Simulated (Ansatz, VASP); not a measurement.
# One calculation of Zn, two programs

Contents of INCAR:

```
SYSTEM = Zn
PREC = Accurate ; ENCUT = 520
EDIFF = 1E-6 ; ISMEAR = 1
SIGMA = 0.1 ; LREAL = .FALSE.
LASPH = .TRUE. ; NELM = 80
ALGO = Normal ; ISIF = 2
LWAVE = .FALSE. ; LCHARG = .TRUE.
GGA = CA ; LELF = .TRUE.
LVHAR = .TRUE. ; NBANDS = 12
```

KPOINTS

```
Automatic mesh
0
G
  12 12 12
  0 0 0
```

The input POSCAR:

```
Zn
1.0
    0.0000000000      1.9647760000      1.9647760000
    1.9647760000      0.0000000000      1.9647760000
    1.9647760000      1.9647760000      0.0000000000
Zn
1
Direct
    0.0000000000      0.0000000000      0.0000000000
```

Contents of input.yaml:

```yaml
crystal:
  lattice:
    - [0.0, 1.964776, 1.964776]
    - [1.964776, 0.0, 1.964776]
    - [1.964776, 1.964776, 0.0]
  atoms:
    - { symbol: Zn, position: [0.0, 0.0, 0.0] }
kpoints:
  mp_grid: { grid: [12, 12, 12] }
scf:
  occupations: { method: methfessel_paxton, width: 0.1 }
hamiltonian:
  xc: lda
  pseudopotentials: { kind: all_electron, lapw: { basis_error: 0.001 } }
output:
  forces: true
  stress: true
  eigenvalues: true
```

Alike in both runs: task single point; functional LDA; k mesh 12 × 12 × 12; occupations methfessel-paxton of order 1, width 0.1 eV; no spin polarisation.

|  | VASP | Ansatz |
| --- | --- | --- |
| version | VASP 6.6.1 | Ansatz 0.2.0 |
| potentials or method | VASP PAW LDA potentials, release 64 (Zn), cutoff 520 eV | all-electron LAPW, scalar-relativistic |

|  | VASP | Ansatz | Ansatz less VASP |
| --- | --- | --- | --- |
| gap on the k mesh at the Fermi level (eV) | none | none | - |
| pressure (GPa) | -8.1 | -8.6 | -0.48 |

LDA's correlation is that of Perdew and Zunger in VASP and of Perdew and Wang (1992) in Ansatz. A gap of «none» marks a metal or a gap that the smearing closes. Ansatz ran all-electron here, and VASP with PAW potentials.
